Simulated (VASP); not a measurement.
BN:

```
B N
1.0
     0.00000    1.75456    1.75456
     1.75456    0.00000    1.75456
     1.75456    1.75456    0.00000
B N
1 1
Direct
  0.00000 0.00000 0.00000
  0.50000 0.50000 0.50000
```

This cell differs from its parent crystal: strain +0.5%.

Program: VASP 6.6.1. Alike in all runs: task single point; potentials or basis VASP PAW PBE potentials, release 64 (B, N); no spin polarisation; cell as given; cutoff (eV) 520; smearing gaussian 0.01 eV.

**Question.** Order these runs on this cell by their pressure, lowest first.
A. level PBE; k mesh 8 × 8 × 8
B. level r2SCAN; k mesh 12 × 12 × 12
C. level HSE06; k mesh 8 × 8 × 8; grid for exact exchange (PRECFOCK) Normal; screening parameter 0.2079 1/Å

**Answer.** C (-13.9 GPa), B (-5.4 GPa), A (-2.0 GPa).

Caveats: the PAW data sets were made with another functional, which shifts forces and pressure a little (some runs).
